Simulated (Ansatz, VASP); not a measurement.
**TaSi2: VASP beside Ansatz**

File INCAR:

```
PREC     = Accurate       # precision mode
ENCUT    = 520            # plane-wave cutoff, eV
EDIFF    = 1E-6           # SCF threshold, eV
ISMEAR   = -1             # smearing method
SIGMA    = 0.05           # smearing width, eV
LREAL    = False          # projectors in reciprocal space
LASPH    = True           # aspherical terms in the spheres
NELM     = 60             # most SCF steps
ALGO     = Normal         # electronic algorithm
ISIF     = 2              # what is computed and relaxed
LWAVE    = False          # write WAVECAR
LCHARG   = False          # write CHGCAR
GGA      = PS             # functional
NBANDS   = 38             # bands
```

File KPOINTS:

```
Automatic mesh
0
Gamma
  7 7 4
```

POSCAR

```
TaSi2
1.0
    4.8468532719      0.0000000000      0.0000000000
   -2.4234266360      4.1974980619      0.0000000000
    0.0000000000      0.0000000000      6.6564572831
Ta Si
3 6
Direct
    0.0000000000      0.5000000000      0.3333333333
    0.5000000000      0.5000000000      0.6666666667
    0.5000000000      0.0000000000      0.0000000000
    0.3179400000      0.1589700000      0.3333333333
    0.1589700000      0.8410300000      0.6666666667
    0.8410300000      0.6820600000      0.0000000000
    0.6820600000      0.8410300000      0.3333333333
    0.8410300000      0.1589700000      0.6666666667
    0.1589700000      0.3179400000      0.0000000000
```

File input.yaml:

```yaml
crystal:
  lattice:
    - [4.8468532719, 0.0, 0.0]
    - [-2.423426636, 4.1974980619, 0.0]
    - [0.0, 0.0, 6.6564572831]
  atoms:
    - { symbol: Ta, position: [0.0, 0.5, 0.3333333333] }
    - { symbol: Ta, position: [0.5, 0.5, 0.6666666667] }
    - { symbol: Ta, position: [0.5, 0.0, 0.0] }
    - { symbol: Si, position: [0.31794, 0.15897, 0.3333333333] }
    - { symbol: Si, position: [0.15897, 0.84103, 0.6666666667] }
    - { symbol: Si, position: [0.84103, 0.68206, 0.0] }
    - { symbol: Si, position: [0.68206, 0.84103, 0.3333333333] }
    - { symbol: Si, position: [0.84103, 0.15897, 0.6666666667] }
    - { symbol: Si, position: [0.15897, 0.31794, 0.0] }
hamiltonian:
  xc: pbesol
  pseudopotentials: { kind: paw }
kpoints:
  mp_grid: { grid: [7, 7, 4] }
scf:
  occupations: { method: fermi_dirac, width: 0.05 }
output:
  forces: true
  stress: true
  eigenvalues: true
```

Alike in both runs: task single point; functional PBEsol; k mesh 7 × 7 × 4; occupations fermi-dirac, width 0.05 eV; no spin polarisation.

```csv
,VASP,Ansatz
version,VASP 6.6.1,Ansatz 0.2.0
potentials or method,"VASP PAW PBE potentials, release 64 (Ta_pv, Si)",Ansatz PAW
plane-wave cutoff (eV),520,420
valence electrons in the cell,57,63
```

Ansatz gave:

- gap on the k mesh at the Fermi level (eV): none
- pressure (GPa): -9.0
- traceless stress, the component that is largest in VASP (GPa): -0.22
- rms of the force components (eV/Å): 0.028

Problem. What did VASP give for the same quantities?

Solution. gap on the k mesh at the Fermi level (eV): none; pressure (GPa): -8.8; traceless stress, the component that is largest in VASP (GPa): -0.16; rms of the force components (eV/Å): 0.027.

VASP's potentials were made for PBE, not for PBEsol. Atom by atom the forces differ by 0.001 eV/Å (rms over components). A gap of «none» marks a metal or a gap that the smearing closes. The functional is the same, so the differences come from potentials, cutoffs and numerics. VASP's potentials hold 57 valence electrons a cell and Ansatz's 63, so a difference there can come from the potentials and not from the codes.

Neither program's run includes spin-orbit coupling.
